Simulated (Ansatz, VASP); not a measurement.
**Two plane-wave programs on NaI**

Contents of INCAR:

```
PREC = Accurate
ENCUT = 520
EDIFF = 1E-6
ISMEAR = 0
SIGMA = 0.05
LREAL = False
LASPH = True
NELM = 100
ALGO = Normal
ISIF = 2
LWAVE = False
LCHARG = False
GGA = PE
IVDW = 12
NBANDS = 22
```

File KPOINTS:

```
Automatic mesh
0
Gamma
  6 8 4
```

POSCAR

```
NaI
1.0
    4.7722534545      0.0000000000     -0.4772253455
    0.0000000000      4.1018944388      0.0000000000
   -0.6773778383      0.0000000000      7.2702963380
Na I
2 2
Direct
    0.2500000000      0.5000000000      0.2499880837
    0.7500000000      0.5000000000      0.7500119163
    0.2500000000      0.0000000000      0.7499134626
    0.7500000000      0.0000000000      0.2500865374
```

Input for Ansatz:

```yaml
crystal:
  lattice:
    - [4.7722534545, 0.0, -0.4772253455]
    - [0.0, 4.1018944388, 0.0]
    - [-0.6773778383, 0.0, 7.270296338]
  atoms:
    - { symbol: Na, position: [0.25, 0.5, 0.2499880837] }
    - { symbol: Na, position: [0.75, 0.5, 0.7500119163] }
    - { symbol: I, position: [0.25, 0.0, 0.7499134626] }
    - { symbol: I, position: [0.75, 0.0, 0.2500865374] }
basis:
  ecutwfc: 520.0
kpoints:
  mp_grid: { grid: [6, 8, 4] }
hamiltonian:
  xc: pbe
  dispersion: d3bj
scf:
  occupations: { method: gaussian, width: 0.05 }
output:
  forces: true
  stress: true
  eigenvalues: true
```

Change from the starting cell: engineering shear strain xz -0.2000, normal strain along z +0.0733.

Alike in both runs: task single point; functional PBE; dispersion D3(BJ); k mesh 6 × 8 × 4; occupations gaussian, width 0.05 eV; no spin polarisation.

```csv
,VASP,Ansatz
version,VASP 6.6.1,Ansatz 0.2.0
potentials or method,"VASP PAW PBE potentials, release 64 (Na_pv, I), cutoff 520 eV","scalar-relativistic, plane waves, PAW"
valence electrons in the cell,28,52
```

```csv
,VASP,Ansatz,Ansatz less VASP
gap on the k mesh at the Fermi level (eV),2.05,2.05,+0.001
least direct gap on the mesh (eV),2.30,2.30,+0.001
pressure (GPa),-0.2,-0.2,-0.01
"traceless stress, the component that is largest in VASP (GPa)",2.26,2.26,+0.003
```

VASP's potentials hold 28 valence electrons a cell and Ansatz's 52, so a difference there can come from the potentials and not from the codes.

Spin-orbit coupling is off throughout.
